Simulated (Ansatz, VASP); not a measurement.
**Rh: VASP beside Ansatz**

```
Rh
1.0
     2.72479    0.00000    0.00000
    -1.36239    2.35974    0.00000
     0.00000    0.00000    4.38484
Rh
2
Direct
  0.66667 0.33333 0.75000
  0.33333 0.66667 0.25000
```

Alike in both runs: task single point; functional PBE; k mesh 30 × 30 × 16; occupations gaussian, width 0.15 eV; no spin polarisation.

```csv
,VASP,Ansatz
version,VASP 6.6.1,Ansatz 0.2.0
potentials or method,"VASP PAW PBE potentials, release 64 (Rh_pv), cutoff 520 eV","scalar-relativistic, plane waves, PAW"
valence electrons in the cell,30,34
```

```csv
,VASP,Ansatz,Ansatz less VASP
gap on the k mesh at the Fermi level (eV),none,none,-
pressure (GPa),0.2,0.1,-0.08
"traceless stress, the component that is largest in VASP (GPa)",0.36,0.35,-0.007
```

A gap of «none» marks a metal or a gap that the smearing closes. With one functional, cell and mesh, what is left measures potentials, basis and numerics. VASP's potentials hold 30 valence electrons a cell and Ansatz's 34, so a difference there can come from the potentials and not from the codes.
